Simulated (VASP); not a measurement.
A run of VASP 6.6.1 is set up as follows.

File INCAR:

```
SYSTEM = LuAl3N4
PREC     = Accurate       ! precision mode
ENCUT    = 520            ! plane-wave cutoff, eV
EDIFF    = 1E-6           ! SCF threshold, eV
ISMEAR   = 0              ! smearing method
SIGMA    = 0.1            ! smearing width, eV
LREAL    = .FALSE.        ! projectors in reciprocal space
LASPH    = .TRUE.         ! aspherical terms in the spheres
NELM     = 80             ! most SCF steps
ALGO     = Normal         ! electronic algorithm
ISIF     = 2              ! what is computed and relaxed
LWAVE    = .FALSE.        ! write WAVECAR
LCHARG   = .FALSE.        ! write CHGCAR
GGA      = PE             ! functional
NBANDS   = 37             ! bands
```

KPOINTS

```
regular mesh
0
G
  6 6 2
  0 0 0
```

File POSCAR:

```
LuAl3N4
1.0
    3.2041210862      0.0000000000      0.0000000000
   -1.6020605431      2.7748502574      0.0000000000
    0.0000000000      0.0000000000     10.5018088898
Lu Al N
1 3 4
Direct
    1.0000000000      1.0000000000      0.9024435749
    0.3333333333      0.6666666667      0.6544826589
    0.3333333333      0.6666666667      0.1780167657
    0.6666666667      0.3333333333      0.4165746469
    0.3333333333      0.6666666667      0.4759933563
    0.3333333333      0.6666666667      0.9999624971
    0.6666666667      0.3333333333      0.2377942014
    0.6666666667      0.3333333333      0.7212322990
```

Potentials or basis: VASP PAW PBE potentials, release 64 (Lu, Al, N).

Launch:

```sh
$ cat potpaw_PBE.64/Lu/POTCAR potpaw_PBE.64/Al/POTCAR potpaw_PBE.64/N/POTCAR > POTCAR
$ mpirun -np 1 vasp_std > vasp.out
```

Q: What does it give for the pressure?

A: 0.2 GPa.

Q: What does it give for the band gap on the k mesh?

A: 2.86 eV, direct.

Q: What does it give for the largest force?

A: 0.137 eV/Å.

Forces in eV/Å, atoms in the order of the input:
```
Lu   0.000  0.000 -0.104
Al   0.000  0.000  0.002
Al   0.000  0.000 -0.002
Al   0.000  0.000  0.000
N    0.000  0.000  0.001
N    0.000  0.000  0.137
N    0.000  0.000  0.001
N    0.000  0.000 -0.036
```

Caveat: spin-orbit coupling is left out, which moves the levels of the heavy elements. A k mesh can miss the band edges.
